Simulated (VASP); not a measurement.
# Ta4O (P4/mmm) in VASP: notebook, part 2 of 2

VASP 6.6.1. The steps go on from the part before.

### Step 3. Single point, PBE

Contents of INCAR:

```
PREC     = Accurate       # precision mode
ENCUT    = 520            # plane-wave cutoff, eV
EDIFF    = 1E-6           # SCF threshold, eV
ISMEAR   = 1              # smearing method
SIGMA    = 0.2            # smearing width, eV
LREAL    = False          # projectors in reciprocal space
LASPH    = True           # aspherical terms in the spheres
NELM     = 60             # most SCF steps
ALGO     = Normal         # electronic algorithm
ISIF     = 2              # what is computed and relaxed
LWAVE    = False          # write WAVECAR
LCHARG   = True           # write CHGCAR
GGA      = PE             # functional
LELF     = True           # ELF
LVHAR    = True         
NBANDS   = 33             # bands
```

Contents of KPOINTS:

```
regular mesh
0
Gamma
  12 12 6
```

Contents of POSCAR:

```
Ta4O
1.0
    3.2574970000      0.0000000000      0.0000000000
    0.0000000000      3.2574970000      0.0000000000
    0.0000000000      0.0000000000      7.4093410000
Ta O
4 1
Direct
    0.0000000000      0.0000000000      0.5000000000
    0.5000000000      0.5000000000      0.7831580000
    0.5000000000      0.5000000000      0.2168420000
    0.0000000000      0.0000000000      0.0000000000
    0.5000000000      0.5000000000      0.5000000000
```

Potentials or basis: VASP PAW PBE potentials, release 64 (Ta_pv, O).

Run with:

```bash
cat potpaw_PBE.64/Ta_pv/POTCAR potpaw_PBE.64/O/POTCAR > POTCAR
mpirun -np 1 vasp_std > vasp.out
```

OUTCAR:

```text
PREC = Accurate
   ENCUT = 520
   EDIFF = 1E-6
   ISMEAR = 1
   LREAL = False
   LASPH = True
   NELM = 60
   ISIF = 2
   GGA = PE

 ion  position               nearest neighbor table
   1  0.000  0.000  0.500-   5 2.30   5 2.30   5 2.30   5 2.30   3 3.12   3 3.12   2 3.12   3 3.12
                             2 3.12   2 3.12   3 3.12   2 3.12
   2  0.500  0.500  0.783-   5 2.10   4 2.81   4 2.81   4 2.81   4 2.81   1 3.12   1 3.12   1 3.12
                             1 3.12   3 3.21
   3  0.500  0.500  0.217-   5 2.10   4 2.81   4 2.81   4 2.81   4 2.81   1 3.12   1 3.12   1 3.12
                             1 3.12   2 3.21
[... 1073 lines left out ...]
  Total       -0.2421091     -0.2421091     -0.4066417      0.0000000     -0.0000000      0.0000000
  in kB       -4.9337151     -4.9337151     -8.2865716      0.0000000     -0.0000000      0.0000000
  external PRESSURE =      -6.0513339 kB  Pullay stress =       0.0000000 kB

 VOLUME and BASIS-vectors are now :
 -----------------------------------------------------------------------------
  energy-cutoff  :      520.00
  volume of cell :       78.62
      direct lattice vectors                 reciprocal lattice vectors
     3.257497000  0.000000000  0.000000000     0.306984166  0.000000000  0.000000000
     0.000000000  3.257497000  0.000000000     0.000000000  0.306984166  0.000000000
     0.000000000  0.000000000  7.409341000     0.000000000  0.000000000  0.134964769

 POSITION                                       TOTAL-FORCE (eV/Angst)
 -----------------------------------------------------------------------------------
      0.00000      0.00000      3.70467         0.000000      0.000000      0.000000
      1.62875      1.62875      5.80268         0.000000      0.000000     -0.025792
      1.62875      1.62875      1.60666        -0.000000     -0.000000      0.025792
      0.00000      0.00000      0.00000         0.000000      0.000000      0.000000
      1.62875      1.62875      3.70467         0.000000      0.000000      0.000000
 -----------------------------------------------------------------------------------
    total drift:                                0.000000     -0.000000      0.000000

  FREE ENERGIE OF THE ION-ELECTRON SYSTEM (eV)
  ---------------------------------------------------
  free  energy   TOTEN  =       -55.0838567173 eV

  energy  without entropy=      -55.0881555570  energy(sigma->0) =      -55.08528966
```

Wall time 7.6 min (1 thread of Intel Xeon 8259CL, shared host); peak memory 0.34 GiB.

Results:

- Free energy: -55.0839 eV
- Pressure: -0.6 GPa
- Largest force: 0.026 eV/Å
- Band gap on the k mesh: zero (bands 25 and 26 overlap by 0.98 eV)

Forces on the atoms (eV/Å):
```
Ta   0.000  0.000  0.000
Ta   0.000  0.000 -0.026
Ta   0.000  0.000  0.026
Ta   0.000  0.000  0.000
O    0.000  0.000  0.000
```

Caveat: spin-orbit coupling is left out, which moves the levels of the heavy elements.

### Step 4. Single point, PBE

Contents of INCAR:

```
SYSTEM = Ta4O
ALGO = Normal
EDIFF = 1E-7
ENCUT = 520
GGA = PE
ISIF = 2
ISMEAR = -5
LASPH = .TRUE.
LCHARG = .TRUE.
LELF = .TRUE.
LREAL = .FALSE.
LVHAR = .TRUE.
LWAVE = .FALSE.
NBANDS = 33
NELM = 80
PREC = Accurate
SIGMA = 0.1
```

Contents of KPOINTS:

```
k-points
0
G
  12 12 6
  0 0 0
```

POSCAR is that of step 3.

Run with:

```bash
cat potpaw_PBE.64/Ta_pv/POTCAR potpaw_PBE.64/O/POTCAR > POTCAR
mpirun -np 1 vasp_std > vasp.out
```

It took 7.3 min on 1 thread of Intel Xeon 8259CL, shared host; peak memory 0.35 GiB.

Results (log left out):

| Item | Value |
| --- | --- |
| Free energy | -55.0841 eV |
| Pressure | -0.6 GPa |
| Largest force | 0.028 eV/Å |
| Band gap on the k mesh | zero (bands 25 and 26 overlap by 0.98 eV) |

Forces in eV/Å, atoms in the order of the input:
```
Ta   0.000  0.000  0.000
Ta   0.000  0.000 -0.028
Ta   0.000  0.000  0.028
Ta   0.000  0.000  0.000
O    0.000  0.000  0.000
```

Stress tensor (GPa, compression positive):
```
-0.38  0.00  0.00
 0.00 -0.38  0.00
 0.00  0.00 -0.91
```

Levels at points of the mesh, in eV from the Fermi level:
```
           k point  band 22  band 23  band 24  band 25  band 26  band 27  band 28  band 29
(0.00, 0.00, 0.00)    -1.56    -0.46    -0.46    -0.23     0.51     1.02     1.02     1.29
(0.50, 0.00, 0.00)    -1.11    -0.93    -0.68     0.20     0.90     0.90     1.30     1.70
(0.50, 0.50, 0.00)    -1.51    -1.51    -0.68    -0.68     1.64     2.38     2.73     2.73
(0.00, 0.00, 0.50)    -0.57    -0.53    -0.53     0.14     0.68     0.68     0.80     1.06
(0.50, 0.00, 0.50)    -1.18    -1.01    -0.66    -0.44     1.01     1.28     1.57     1.81
(0.50, 0.50, 0.50)    -1.70    -1.70     0.01     0.01     1.63     1.90     1.90     2.90
```

Caveat: spin-orbit coupling is left out, which moves the levels of the heavy elements; tetrahedron occupations give inexact forces and stress in metals.

### Step 5. The runs side by side

| smearing | gap on the mesh (eV) | pressure (GPa) | largest force (eV/Å) |
| --- | --- | --- | --- |
| methfessel-paxton 0.1 eV | none | -0.6 | 0.02 |
| methfessel-paxton 0.2 eV | none | -0.6 | 0.03 |
| tetrahedron | none | -0.6 | 0.03 |

Alike in all rows: task single point; level PBE; potentials or basis VASP PAW PBE potentials, release 64 (Ta_pv, O); no spin polarisation; cell as given; k mesh 12 × 12 × 6; cutoff (eV) 520.

Caveats: spin-orbit coupling is left out, which moves the levels of the heavy elements; tetrahedron occupations give inexact forces and stress in metals (at least some runs).

Absolute energies hang on the potentials; compare differences alone.
